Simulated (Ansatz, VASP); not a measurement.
**Two plane-wave programs on K**

The input INCAR:

```
PREC = Accurate
ENCUT = 520
EDIFF = 1E-7
ISMEAR = 0
SIGMA = 0.15
LREAL = F
LASPH = T
NELM = 80
ALGO = Fast
ISIF = 2
LWAVE = F
LCHARG = F
GGA = PS
NBANDS = 10
```

Contents of KPOINTS:

```
regular mesh
0
Gamma
  14 14 14
```

File POSCAR:

```
K
1.0
   -2.7489000000      2.7489000000      2.7489000000
    2.7489000000     -2.7489000000      2.7489000000
    2.7489000000      2.7489000000     -2.7489000000
K
1
Direct
    0.0000000000      0.0000000000      0.0000000000
```

Input for Ansatz:

```yaml
crystal:
  lattice:
    - [-2.7489, 2.7489, 2.7489]
    - [2.7489, -2.7489, 2.7489]
    - [2.7489, 2.7489, -2.7489]
  atoms:
    - { symbol: K, position: [0.0, 0.0, 0.0] }
basis:
  ecutwfc: 420
kpoints:
  mp_grid: { grid: [14, 14, 14] }
hamiltonian:
  xc: pbesol
scf:
  occupations: { method: gaussian, width: 0.15 }
output:
  forces: true
  stress: true
  eigenvalues: true
```

Change from the starting cell: strain +0.050 along x and y, +0.050 along z, atoms carried along.

Alike in both runs: task single point; functional PBEsol; k mesh 14 × 14 × 14; occupations gaussian, width 0.15 eV; no spin polarisation.

|  | VASP | Ansatz |
| --- | --- | --- |
| version | VASP 6.6.1 | Ansatz 0.2.0 |
| potentials or method | VASP PAW PBE potentials, release 64 (K_sv), cutoff 520 eV | scalar-relativistic, plane waves, PAW |
| valence electrons in the cell | 9 | 9 |

```tsv
	VASP	Ansatz	Ansatz less VASP
gap on the k mesh at the Fermi level (eV)	none	none	-
pressure (GPa)	-0.4	-0.4	+0.01
```

VASP's potentials were made for PBE, not for PBEsol. A gap of «none» marks a metal or a gap that the smearing closes.
